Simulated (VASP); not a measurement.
# PbO (P4/nmm) in VASP: a series of runs

The runs below take PbO through electric field gradients, with LDA.

Program: VASP 6.6.1. These are calculated values, not measurements. Logs are shortened: lines on timing, memory, paths and dates and some standing lists are left out, and cuts for length are marked.

### 1 The cell of the first run

The structure is tetragonal, space group P4/nmm (No. 129). Conventional cell: a = 3.974 Å, b = 3.974 Å, c = 5.022 Å, α = 90.00°, β = 90.00°, γ = 90.00°. Pb (site symmetry 4mm) has 4 O at 2.31 Å within 3.1 Å. Within 3.1 Å of O (site symmetry -4m2) lie 4 Pb at 2.31 Å and 4 O at 2.81 Å.

### 2 Electric field gradients, LDA

File INCAR:

```
SYSTEM = PbO
  PREC = Accurate
  ENCUT = 520
  EDIFF = 1E-8
  ISMEAR = -1
  SIGMA = 0.03
  LREAL = .FALSE.
  LASPH = .TRUE.
  NELM = 60
  ALGO = Normal
  ISIF = 2
  LWAVE = .FALSE.
  LCHARG = .FALSE.
  LEFG = .TRUE.
  NBANDS = 28
```

File KPOINTS:

```
regular mesh
0
G
  7 7 6
  0 0 0
```

File POSCAR:

```
PbO
1.0
    3.9744000000      0.0000000000      0.0000000000
    0.0000000000      3.9744000000      0.0000000000
    0.0000000000      0.0000000000      5.0220000000
Pb O
2 2
Direct
    0.0000000000      0.5000000000      0.2351000000
    0.5000000000      0.0000000000      0.7649000000
    0.0000000000      0.0000000000      0.0000000000
    0.5000000000      0.5000000000      0.0000000000
```

Potentials or basis: VASP PAW LDA potentials, release 64 (Pb_d, O).

Started as:

```sh
> cat potpaw_LDA.64/Pb_d/POTCAR potpaw_LDA.64/O/POTCAR > POTCAR
> mpirun -np 1 vasp_std > vasp.out
```

OUTCAR:

```text
SYSTEM = PbO
   PREC = Accurate
   ENCUT = 520
   EDIFF = 1E-8
   ISMEAR = -1
   LREAL = .FALSE.
   LASPH = .TRUE.
   NELM = 60
   ISIF = 2

 ion  position               nearest neighbor table
   1  0.000  0.500  0.235-   3 2.31   4 2.31   3 2.31   4 2.31   2 3.67   2 3.67   2 3.67   2 3.67
                             2 3.87   2 3.87   2 3.87   2 3.87
   2  0.500  0.000  0.765-   3 2.31   4 2.31   4 2.31   3 2.31   1 3.67   1 3.67   1 3.67   1 3.67
                             1 3.87   1 3.87   1 3.87   1 3.87
   3  0.000  0.000  0.000-   1 2.31   2 2.31   1 2.31   2 2.31
   4  0.500  0.500  0.000-   1 2.31   2 2.31   2 2.31   1 2.31

  LATTYP: Found a simple tetragonal cell.
 ALAT       =     3.9744000000
 C/A-ratio  =     1.2635869565

  Lattice vectors:

 A1 = (   3.9744000000,   0.0000000000,   0.0000000000)
 A2 = (   0.0000000000,   3.9744000000,   0.0000000000)
 A3 = (   0.0000000000,   0.0000000000,   5.0220000000)

Analysis of symmetry for initial positions (statically):
=====================================================================
 Subroutine PRICEL returns:
 Original cell was already a primitive cell.

 Routine SETGRP: Setting up the symmetry group for a
 simple tetragonal supercell.

 Subroutine GETGRP returns: Found 16 space group operations
 (whereof  8 operations were pure point group operations)
 out of a pool of 16 trial point group operations.

The static configuration has the point symmetry D_2d.
 The point group associated with its full space group is D_4h.

Analysis of symmetry for dynamics (positions and initial velocities):
=====================================================================
 Subroutine PRICEL returns:
 Original cell was already a primitive cell.

 Routine SETGRP: Setting up the symmetry group for a
 simple tetragonal supercell.

 Subroutine GETGRP returns: Found 16 space group operations
 (whereof  8 operations were pure point group operations)
 out of a pool of 16 trial point group operations.

The dynamic configuration has the point symmetry D_2d.
 The point group associated with its full space group is D_4h.

 Subroutine INISYM returns: Found 16 space group operations
 (whereof  8 operations are pure point group operations),
 and found     1 'primitive' translations

----------------------------------------------------------------------------------------

                                     Primitive cell

  volume of cell :      79.3268

  direct lattice vectors                    reciprocal lattice vectors
[... 135 lines left out ...]
  free energy    TOTEN  =       -24.39365915 eV

  energy without entropy =      -24.39365915  energy(sigma->0) =      -24.39365915

 E-fermi :   5.5059     XC(G=0): -10.2994

 val. band max:        4.8496258182   @ k =   0.1429   0.0000   0.0000
 cond. band min:       6.2935537069   @ k =   0.4286   0.4286   0.0000
 fundamental gap:      1.4439278886
 Fermi energy:         5.5058540187

 k-point     1 :       0.0000    0.0000    0.0000
  band No.  band energies     occupation
      1     -13.3674      2.00000
      2     -12.8463      2.00000
      3     -11.1082      2.00000
      4     -11.1082      2.00000
      5     -11.0371      2.00000
      6     -11.0251      2.00000
[... 733 lines left out ...]
     27      14.0899      0.00000
     28      14.8452      0.00000

 [... further k-points ...]
[... 5 lines left out ...]
  --------------------------------------------------------------------------------------
  -------------------------------------------------------------------------------------
  Total       -0.8793041     -0.8793041     -0.6427955      0.0000000     -0.0000000      0.0000000
  in kB      -17.7594634    -17.7594634    -12.9826562      0.0000000     -0.0000000      0.0000000
  external PRESSURE =     -16.1671943 kB  Pullay stress =       0.0000000 kB

 VOLUME and BASIS-vectors are now :
 -----------------------------------------------------------------------------
  energy-cutoff  :      520.00
  volume of cell :       79.33
      direct lattice vectors                 reciprocal lattice vectors
     3.974400000  0.000000000  0.000000000     0.251610306  0.000000000  0.000000000
     0.000000000  3.974400000  0.000000000     0.000000000  0.251610306  0.000000000
     0.000000000  0.000000000  5.022000000     0.000000000  0.000000000  0.199123855

 POSITION                                       TOTAL-FORCE (eV/Angst)
 -----------------------------------------------------------------------------------
      0.00000      1.98720      1.18067        -0.000000     -0.000000     -0.094495
      1.98720      0.00000      3.84133         0.000000     -0.000000      0.094495
      0.00000      0.00000      0.00000         0.000000     -0.000000      0.000000
      1.98720      1.98720      0.00000         0.000000      0.000000      0.000000
 -----------------------------------------------------------------------------------
    total drift:                                0.000000      0.000000     -0.000000

  FREE ENERGIE OF THE ION-ELECTRON SYSTEM (eV)
  ---------------------------------------------------
  free  energy   TOTEN  =       -24.3936591514 eV

  energy  without entropy=      -24.3936591514  energy(sigma->0) =      -24.39365915

 Electric field gradients (V/A^2)
---------------------------------------------------------------------
 ion       V_xx      V_yy      V_zz      V_xy      V_xz      V_yz
---------------------------------------------------------------------
   1     112.736   112.736  -225.472    -0.000     0.000    -0.000
   2     112.736   112.736  -225.472    -0.000    -0.000    -0.000
   3       1.435     1.435    -2.870     0.000     0.000     0.000
   4       1.435     1.435    -2.870     0.000     0.000    -0.000
---------------------------------------------------------------------

 Electric field gradients after diagonalization (V/A^2)
 (convention: |V_zz| > |V_xx| > |V_yy|)
----------------------------------------------------------------------
 ion       V_xx      V_yy      V_zz     asymmetry (V_yy - V_xx)/ V_zz
----------------------------------------------------------------------
   1     112.736   112.736  -225.472       0.000
   2     112.736   112.736  -225.472       0.000
   3       1.435     1.435    -2.870       0.000
   4       1.435     1.435    -2.870       0.000
----------------------------------------------------------------------

           NMR quadrupolar parameters

 Cq : quadrupolar parameter    Cq=e*Q*V_zz/h
 eta: asymmetry parameters     (V_yy - V_xx)/ V_zz
 Q  : nuclear electric quadrupole moment in mb (millibarn)
----------------------------------------------------------------------
 ion       Cq(MHz)       eta       Q (mb)
----------------------------------------------------------------------
   1      -0.545       0.000       1.000
   2      -0.545       0.000       1.000
   3      -0.007       0.000       1.000
   4      -0.007       0.000       1.000
----------------------------------------------------------------------
```

stdout:

```text
POSCAR found type information on POSCAR PbO
 POSCAR found :  2 types and       4 ions
 scaLAPACK will be used
 LDA part: xc-table for (Slater(with rela. corr.)+CA(PZ))
 , standard interpolation
 POSCAR, INCAR and KPOINTS ok, starting setup
 FFT: planning ... GRIDC
 FFT: planning ... GRID_SOFT
 FFT: planning ... GRID
 WAVECAR not read
 entering main loop
ion   1

ion   2

ion   3

ion   4
```

Run time: 42 s. Hardware: 1 thread of Intel Xeon Platinum 8559C (Emerald Rapids), shared host; peak memory 0.2 GiB.

Results:

```
Free energy            : -24.3937 eV
Pressure               : -1.6 GPa
Largest force          : 0.094 eV/Å
Band gap on the k mesh : 1.44 eV, indirect (least direct gap 2.22 eV)
```

Forces on the atoms (eV/Å):
```
Pb   0.000  0.000 -0.094
Pb   0.000  0.000  0.094
O    0.000  0.000  0.000
O    0.000  0.000  0.000
```

Electric field gradients, principal values (V/Å²):
```csv
atom,least,middle,greatest (by size)
1 Pb,112.736,112.736,-225.472
2 Pb,112.736,112.736,-225.472
3 O,1.435,1.435,-2.870
4 O,1.435,1.435,-2.870
```

Caveat: without QUAD_EFG the Cq values of the log hold for a quadrupole moment of 1 mb, not for the nuclei; spin-orbit coupling is left out, which moves the levels of the heavy elements.

### 3 Electric field gradients, LDA

File INCAR:

```
  ALGO = Normal
  EDIFF = 1E-8
  ENCUT = 520
  ISIF = 2
  ISMEAR = -1
  LASPH = T
  LCHARG = F
  LEFG = T
  LREAL = F
  LWAVE = F
  NBANDS = 28
  NELM = 100
  PREC = Accurate
  SIGMA = 0.03
```

File KPOINTS:

```
k-points
0
Gamma
  7 7 6
```

POSCAR is that of step 2.

Potentials or basis: VASP PAW LDA potentials, release 64 (Pb_d, O).

Started as:

```sh
> cat potpaw_LDA.64/Pb_d/POTCAR potpaw_LDA.64/O/POTCAR > POTCAR
> mpirun -np 1 vasp_std > vasp.out
```

OUTCAR:

```text
EDIFF = 1E-8
   ENCUT = 520
   ISIF = 2
   ISMEAR = -1
   LASPH = T
   LREAL = F
   NELM = 100
   PREC = Accurate

 ion  position               nearest neighbor table
   1  0.000  0.500  0.235-   3 2.31   4 2.31   3 2.31   4 2.31   2 3.67   2 3.67   2 3.67   2 3.67
                             2 3.87   2 3.87   2 3.87   2 3.87
   2  0.500  0.000  0.765-   3 2.31   4 2.31   4 2.31   3 2.31   1 3.67   1 3.67   1 3.67   1 3.67
                             1 3.87   1 3.87   1 3.87   1 3.87
   3  0.000  0.000  0.000-   1 2.31   2 2.31   1 2.31   2 2.31
   4  0.500  0.500  0.000-   1 2.31   2 2.31   2 2.31   1 2.31

  LATTYP: Found a simple tetragonal cell.
 ALAT       =     3.9744000000
 C/A-ratio  =     1.2635869565

  Lattice vectors:

 A1 = (   3.9744000000,   0.0000000000,   0.0000000000)
 A2 = (   0.0000000000,   3.9744000000,   0.0000000000)
 A3 = (   0.0000000000,   0.0000000000,   5.0220000000)

Analysis of symmetry for initial positions (statically):
=====================================================================
 Subroutine PRICEL returns:
 Original cell was already a primitive cell.

 Routine SETGRP: Setting up the symmetry group for a
 simple tetragonal supercell.

 Subroutine GETGRP returns: Found 16 space group operations
 (whereof  8 operations were pure point group operations)
 out of a pool of 16 trial point group operations.

The static configuration has the point symmetry D_2d.
 The point group associated with its full space group is D_4h.

Analysis of symmetry for dynamics (positions and initial velocities):
=====================================================================
 Subroutine PRICEL returns:
 Original cell was already a primitive cell.

 Routine SETGRP: Setting up the symmetry group for a
 simple tetragonal supercell.

 Subroutine GETGRP returns: Found 16 space group operations
 (whereof  8 operations were pure point group operations)
 out of a pool of 16 trial point group operations.

The dynamic configuration has the point symmetry D_2d.
 The point group associated with its full space group is D_4h.

 Subroutine INISYM returns: Found 16 space group operations
 (whereof  8 operations are pure point group operations),
 and found     1 'primitive' translations

----------------------------------------------------------------------------------------

                                     Primitive cell

  volume of cell :      79.3268

  direct lattice vectors                    reciprocal lattice vectors
     3.974400000  0.000000000  0.000000000     0.251610306  0.000000000  0.000000000
     0.000000000  3.974400000  0.000000000     0.000000000  0.251610306  0.000000000
     0.000000000  0.000000000  5.022000000     0.000000000  0.000000000  0.199123855

  length of vectors
     3.974400000  3.974400000  5.022000000     0.251610306  0.251610306  0.199123855

  position of ions in fractional coordinates (direct lattice)
     0.000000000  0.500000000  0.235100000
     0.500000000  0.000000000  0.764900000
     0.000000000  0.000000000  0.000000000
     0.500000000  0.500000000  0.000000000

  ion indices of the primitive-cell ions
   primitive index   ion index
                 1           1
                 2           2
                 3           3
                 4           4

[... 87 lines left out ...]
   EFERMI_NEDOS =   21; number of points for ismear=-14 and -15
   IALGO  =     38    algorithm
   IMIX   =      4    mixing-type and parameters
     AMIX     =   0.40;   BMIX     =  1.00
     AMIX_MAG =   1.60;   BMIX_MAG =  1.00
  volume/ion in A,a.u.               =      19.83       133.83
  Fermi-wavevector in a.u.,A,eV,Ry     =   1.303031  2.462372 23.101207  1.697891
  Thomas-Fermi vector in A             =   2.434060
   LORBIT       =      0    0 simple, 1 ext, 2 COOP (PROOUT), +10 PAW based schemes
   GGA     = CA    functional components
   LHFCALC =     F    Hartree Fock is set to
   AEXX    =    0.0000 exact exchange contribution
   IVDW    =     0    specifies the selected vdW correction
   LEPSILON=     F    determine dielectric tensor
   LRPA    =     F    only Hartree local field effects (RPA)
 non-spin polarized calculation
  energy-cutoff  :      520.00
  volume of cell :       79.33
 maximum number of plane-waves:      2171
 NGX is ok and might be reduce to    30
   NGX = 15   NGY = 15   NGZ = 19

 number of electron      39.9999996 magnetization

 Free energy of the ion-electron system (eV)
  ---------------------------------------------------
  ext. energy  EPLUGINS =         0.00000000
  ---------------------------------------------------
  free energy    TOTEN  =       -24.39365915 eV

  energy without entropy =      -24.39365915  energy(sigma->0) =      -24.39365915

 E-fermi :   5.5059     XC(G=0): -10.2994

 val. band max:        4.8496258182   @ k =   0.1429   0.0000   0.0000
 cond. band min:       6.2935537069   @ k =   0.4286   0.4286   0.0000
 fundamental gap:      1.4439278886
 Fermi energy:         5.5058540187

 k-point     1 :       0.0000    0.0000    0.0000
  band No.  band energies     occupation
      1     -13.3674      2.00000
      2     -12.8463      2.00000
      3     -11.1082      2.00000
      4     -11.1082      2.00000
      5     -11.0371      2.00000
      6     -11.0251      2.00000
[... 733 lines left out ...]
     27      14.0899      0.00000
     28      14.8452      0.00000

 [... further k-points ...]
[... 5 lines left out ...]
  --------------------------------------------------------------------------------------
  -------------------------------------------------------------------------------------
  Total       -0.8793041     -0.8793041     -0.6427955      0.0000000     -0.0000000      0.0000000
  in kB      -17.7594634    -17.7594634    -12.9826562      0.0000000     -0.0000000      0.0000000
  external PRESSURE =     -16.1671943 kB  Pullay stress =       0.0000000 kB

 VOLUME and BASIS-vectors are now :
 -----------------------------------------------------------------------------
  energy-cutoff  :      520.00
  volume of cell :       79.33
      direct lattice vectors                 reciprocal lattice vectors
     3.974400000  0.000000000  0.000000000     0.251610306  0.000000000  0.000000000
     0.000000000  3.974400000  0.000000000     0.000000000  0.251610306  0.000000000
     0.000000000  0.000000000  5.022000000     0.000000000  0.000000000  0.199123855

 POSITION                                       TOTAL-FORCE (eV/Angst)
 -----------------------------------------------------------------------------------
      0.00000      1.98720      1.18067        -0.000000     -0.000000     -0.094495
      1.98720      0.00000      3.84133         0.000000     -0.000000      0.094495
      0.00000      0.00000      0.00000         0.000000     -0.000000      0.000000
      1.98720      1.98720      0.00000         0.000000      0.000000      0.000000
 -----------------------------------------------------------------------------------
    total drift:                                0.000000      0.000000     -0.000000

  FREE ENERGIE OF THE ION-ELECTRON SYSTEM (eV)
  ---------------------------------------------------
  free  energy   TOTEN  =       -24.3936591514 eV

  energy  without entropy=      -24.3936591514  energy(sigma->0) =      -24.39365915

 Electric field gradients (V/A^2)
---------------------------------------------------------------------
 ion       V_xx      V_yy      V_zz      V_xy      V_xz      V_yz
---------------------------------------------------------------------
   1     112.736   112.736  -225.472    -0.000     0.000    -0.000
   2     112.736   112.736  -225.472    -0.000    -0.000    -0.000
   3       1.435     1.435    -2.870     0.000     0.000     0.000
   4       1.435     1.435    -2.870     0.000     0.000    -0.000
---------------------------------------------------------------------

 Electric field gradients after diagonalization (V/A^2)
 (convention: |V_zz| > |V_xx| > |V_yy|)
----------------------------------------------------------------------
 ion       V_xx      V_yy      V_zz     asymmetry (V_yy - V_xx)/ V_zz
----------------------------------------------------------------------
   1     112.736   112.736  -225.472       0.000
   2     112.736   112.736  -225.472       0.000
   3       1.435     1.435    -2.870       0.000
   4       1.435     1.435    -2.870       0.000
----------------------------------------------------------------------

           NMR quadrupolar parameters

 Cq : quadrupolar parameter    Cq=e*Q*V_zz/h
 eta: asymmetry parameters     (V_yy - V_xx)/ V_zz
 Q  : nuclear electric quadrupole moment in mb (millibarn)
----------------------------------------------------------------------
 ion       Cq(MHz)       eta       Q (mb)
----------------------------------------------------------------------
   1      -0.545       0.000       1.000
   2      -0.545       0.000       1.000
   3      -0.007       0.000       1.000
   4      -0.007       0.000       1.000
----------------------------------------------------------------------
```

Run time: 46 s. Hardware: 1 thread of Intel Xeon Platinum 8559C (Emerald Rapids), shared host; peak memory 0.19 GiB.

What came out:

| Quantity | Value |
| --- | --- |
| Free energy | -24.3937 eV |
| Pressure | -1.6 GPa |
| Largest force | 0.094 eV/Å |
| Band gap on the k mesh | 1.44 eV, indirect (least direct gap 2.22 eV) |

Forces in eV/Å, atoms in the order of the input:
```
Pb   0.000  0.000 -0.094
Pb   0.000  0.000  0.094
O    0.000  0.000  0.000
O    0.000  0.000  0.000
```

Electric field gradients, principal values (V/Å²):
```tsv
atom	least	middle	greatest (by size)
1 Pb	112.736	112.736	-225.472
2 Pb	112.736	112.736	-225.472
3 O	1.435	1.435	-2.870
4 O	1.435	1.435	-2.870
```

Caveat: without QUAD_EFG the Cq values of the log hold for a quadrupole moment of 1 mb, not for the nuclei; spin-orbit coupling is left out, which moves the levels of the heavy elements.

[end of part 1 of 2]
